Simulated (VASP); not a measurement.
SnSe, 4 atoms in the cell. The cell holds a slab with vacuum, 4 atoms: a = 4.285 Å, b = 4.285 Å, c = 10.991 Å, α = 90.00°, β = 90.00°, γ = 90.00°. 

| Item | Value |
| --- | --- |
| Program | VASP 6.6.1 |
| Task | single point |
| Functional | LDA |
| Potentials or basis | VASP PAW LDA potentials, release 64 (Sn_d, Se) |
| Cutoff | 520 eV |
| k mesh | 4 × 4 × 2 |
| Occupations | gaussian, width 0.01 eV |
| Spin | no spin polarisation |
| Dipole correction | no |
| Further INCAR settings | ALGO = Normal; EDIFF = 1e-07; NBANDS = 28 |

Potentials or basis: VASP PAW LDA potentials, release 64 (Sn_d, Se).

Command:

```sh
$ cat potpaw_LDA.64/Sn_d/POTCAR potpaw_LDA.64/Se/POTCAR > POTCAR
$ mpirun -np 1 vasp_std > vasp.out
```

Hardware: 1 thread of Intel(R) Xeon(R) 6975P-C (Granite Rapids), on a shared host.

Q: Estimate the wall time of this run.

A: Wall time 65 s on 1 thread of Intel(R) Xeon(R) 6975P-C (Granite Rapids), on a shared host, peak memory 0.25 GiB. Counts: scf iterations 18, k points 12.
